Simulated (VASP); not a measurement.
A run of VASP 6.6.1 is set up as follows.

INCAR

```
SYSTEM = Cl
  ALGO = Normal
  EDIFF = 1E-6
  EDIFFG = -0.01
  ENCUT = 600
  GGA = PS
  IBRION = 2
  ISIF = 3
  ISMEAR = -1
  LASPH = .True.
  LCHARG = .False.
  LREAL = .False.
  LWAVE = .False.
  NELM = 80
  NSW = 80
  PREC = Accurate
  PSTRESS = 100.0
  SIGMA = 0.05
```

File KPOINTS:

```
k-points
0
Gamma
  7 7 4
  0 0 0
```

File POSCAR:

```
Cl
1.0
    3.1450000000     -2.2500000000      0.0000000000
    3.1450000000      2.2500000000      0.0000000000
    0.0000000000      0.0000000000      8.2100000000
Cl
4
Direct
    0.3700000000      0.6300000000      0.4000000000
    0.1300000000      0.8700000000      0.9000000000
    0.6300000000      0.3700000000      0.6000000000
    0.8700000000      0.1300000000      0.1000000000
```

Potentials or basis: VASP PAW PBE potentials, release 64 (Cl).

Launch:

```bash
$ cat potpaw_PBE.64/Cl/POTCAR > POTCAR
$ mpirun -np 1 vasp_std > vasp.out
```

(1) Predict the space group after relaxing (to 0.05 Å).

(2) Predict the relaxed volume.

Results:

(1) Cmce (No. 64).

(2) 18.20 Å³/atom.

Caveat: the cell is relaxed towards a set pressure, so the enthalpy falls and the energy may rise; the volume moved by over 15 % at a fixed basis, so the end points are rough; the PAW data sets were made with another functional, which shifts forces and pressure a little.
